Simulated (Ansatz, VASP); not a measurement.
MgI2 in VASP and in Ansatz

File POSCAR:

```
MgI2
1.0
    0.0000000000      3.8293808697      3.8293808697
    3.8293808697      0.0000000000      3.8293808697
    3.8293808697      3.8293808697      0.0000000000
Mg I
1 2
Direct
    0.0000000000      0.0000000000      0.0000000000
    0.2500000000      0.2500000000      0.2500000000
    0.7500000000      0.7500000000      0.7500000000
```

The input INCAR.step1:

```
  ALGO = Normal
  EDIFF = 1E-4
  ENCUT = 520
  GGA = PE
  ISMEAR = 0
  LASPH = True
  LCHARG = False
  LREAL = False
  LWAVE = True
  NBANDS = 15
  NELM = 100
  PREC = Accurate
  SIGMA = 0.01
```

INCAR.step2

```
  ALGO = Normal
  EDIFF = 1E-7
  ENCUT = 520
  ISIF = 2
  ISMEAR = 0
  ISTART = 1
  LASPH = True
  LCHARG = False
  LMIXTAU = True
  LREAL = False
  LWAVE = False
  METAGGA = R2SCAN
  NBANDS = 15
  NELM = 100
  PREC = Accurate
  SIGMA = 0.01
```

The input KPOINTS:

```
k-points
0
Gamma
  6 6 6
```

Input for Ansatz:

```yaml
crystal:
  lattice:
    - [0.0, 3.8293808697, 3.8293808697]
    - [3.8293808697, 0.0, 3.8293808697]
    - [3.8293808697, 3.8293808697, 0.0]
  atoms:
    - { symbol: Mg, position: [0.0, 0.0, 0.0] }
    - { symbol: I, position: [0.25, 0.25, 0.25] }
    - { symbol: I, position: [0.75, 0.75, 0.75] }
kpoints:
  mp_grid: { grid: [6, 6, 6] }
hamiltonian:
  xc: r2scan
scf:
  occupations: { method: fixed }
  n_extra_bands: 4
output:
  forces: true
  stress: true
  eigenvalues: true
```

Alike in both runs: task single point; functional r2SCAN; k mesh 6 × 6 × 6; no spin polarisation.

```csv
,VASP,Ansatz
version,VASP 6.6.1,Ansatz 0.2.0
potentials or method,"VASP PAW PBE potentials, release 64 (Mg, I)","plane waves, PAW"
plane-wave cutoff (eV),520,500
occupations,"gaussian, width 0.01 eV",fixed
valence electrons in the cell,16,44
```

|  | VASP | Ansatz | Ansatz less VASP |
| --- | --- | --- | --- |
| gap on the k mesh at the Fermi level (eV) | 1.17 | 1.22 | +0.046 |
| pressure (GPa) | -1.7 | -1.6 | +0.08 |

VASP's potentials were made for PBE, not for r2SCAN. VASP's potentials hold 16 valence electrons a cell and Ansatz's 44, so a difference there can come from the potentials and not from the codes.

Spin-orbit coupling is off throughout.
